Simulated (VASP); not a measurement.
Wanted: the native input for a VASP 6.6.1 run.

```
Task                   : single point
Functional             : PBE
Potentials or basis    : VASP PAW PBE potentials, release 64 (Ag, Pt, Br)
Cutoff                 : 520 eV
k mesh                 : 4 × 4 × 2
Occupations            : gaussian, width 0.1 eV
Spin                   : no spin polarisation
Dipole correction      : no
Further INCAR settings : ALGO = Normal; EDIFF = 1e-06; NBANDS = 37
```

The structure of AgPtBr5 lies in POSCAR:

```
AgPtBr5
1.0
    4.4112299708      0.0000000000      0.0000000000
    0.0000000000      4.4112299708      0.0000000000
    0.0000000000      0.0000000000     10.4101323080
Ag Pt Br
1 1 5
Direct
    0.5000000000      0.5000000000      0.0000000000
    0.0000000000      0.0000000000      0.5000000000
    0.5000000000      0.0000000000      0.6561617042
    0.0000000000      0.5000000000      0.6561617042
    0.5000000000      0.0000000000      0.3438382958
    0.0000000000      0.5000000000      0.3438382958
    0.0000000000      0.0000000000      0.0000000000
```

These files were run (other wordings do the same):

INCAR

```
ALGO     = Normal         # electronic algorithm
EDIFF    = 1E-6           # SCF threshold, eV
ENCUT    = 520            # plane-wave cutoff, eV
GGA      = PE             # functional
ISIF     = 2              # what is computed and relaxed
ISMEAR   = 0              # smearing method
LASPH    = True           # aspherical terms in the spheres
LCHARG   = True           # write CHGCAR
LELF     = True           # ELF
LREAL    = False          # projectors in reciprocal space
LVHAR    = True         
LWAVE    = False          # write WAVECAR
NBANDS   = 37             # bands
NELM     = 100            # most SCF steps
PREC     = Accurate       # precision mode
SIGMA    = 0.1            # smearing width, eV
```

KPOINTS

```
k-points
0
Gamma
  4 4 2
```

Potentials or basis: VASP PAW PBE potentials, release 64 (Ag, Pt, Br).

Launch:

```sh
$ cat potpaw_PBE.64/Ag/POTCAR potpaw_PBE.64/Pt/POTCAR potpaw_PBE.64/Br/POTCAR > POTCAR
$ mpirun -np 1 vasp_std > vasp.out
```

It gave:

```json
{
 "Pressure": "0.0 GPa",
 "Largest force": "0.010 eV/Å",
 "Band gap on the k mesh": "zero (bands 28 and 29 overlap by 0.59 eV)"
}
```

Caveat: spin-orbit coupling is left out, which moves the levels of the heavy elements.

Wall time 3.4 min on 1 thread of Oxide Virtual Turin-like Processor, on a shared host, peak memory 0.32 GiB.
